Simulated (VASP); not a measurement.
Wanted: the native input for a VASP 6.6.1 run.

* Task: relaxation of cell and atoms
* Functional: PBE
* Dispersion: D4
* Potentials or basis: VASP PAW PBE potentials, release 64 (Ga_d, P)
* Cutoff: 500 eV
* k mesh: 10 × 10 × 10
* Occupations: gaussian, width 0.02 eV
* Spin: no spin polarisation
* Dipole correction: no
* Further INCAR settings: ALGO = Normal; EDIFF = 1e-07; IBRION = 2; EDIFFG = -0.002; NSW = 100; ISIF = 3

The structure of GaP lies in POSCAR:

```
GaP
1.0
    0.0000000000      2.7200000000      2.7200000000
    2.7200000000      0.0000000000      2.7200000000
    2.7200000000      2.7200000000      0.0000000000
Ga P
1 1
Direct
    0.0000000000      0.0000000000      0.0000000000
    0.2500000000      0.2500000000      0.2500000000
```

One way to write it, as run:

INCAR

```
SYSTEM = GaP
PREC = Accurate
ENCUT = 500
EDIFF = 1E-7
ISMEAR = 0
SIGMA = 0.02
LREAL = .False.
LASPH = .True.
NELM = 120
ALGO = Normal
ISIF = 3
LWAVE = .False.
LCHARG = .False.
GGA = PE
IVDW = 13
IBRION = 2
NSW = 100
EDIFFG = -0.002
GGA_COMPAT = .False.
NELMIN = 4
```

KPOINTS

```
Automatic mesh
0
Gamma
  10 10 10
  0 0 0
```

Potentials or basis: VASP PAW PBE potentials, release 64 (Ga_d, P).

Run with:

```console
$ cat potpaw_PBE.64/Ga_d/POTCAR potpaw_PBE.64/P/POTCAR > POTCAR
$ mpirun -np 1 vasp_std > vasp.out
```

Results of the run:

The relaxed volume is 20.04 Å³/atom. The relaxed cell is a = 3.841 Å, b = 3.841 Å, c = 3.841 Å, α = 60.00°, β = 60.00°, γ = 60.00°. The space group after relaxing (to 0.1 Å) is F-43m (No. 216), the energy gained by relaxing is 0.1 meV/atom and the ionic steps are 3. The pressure after relaxing is 0.0 GPa, the band gap on the k mesh is 1.59 eV (least direct gap 1.91 eV) and the dispersion energy per atom is -0.417 eV.

It took 28 s on 1 thread of Intel(R) Xeon(R) Platinum 8375C CPU @ 2.90GHz (Ice Lake), on a shared host, peak memory 0.17 GiB.
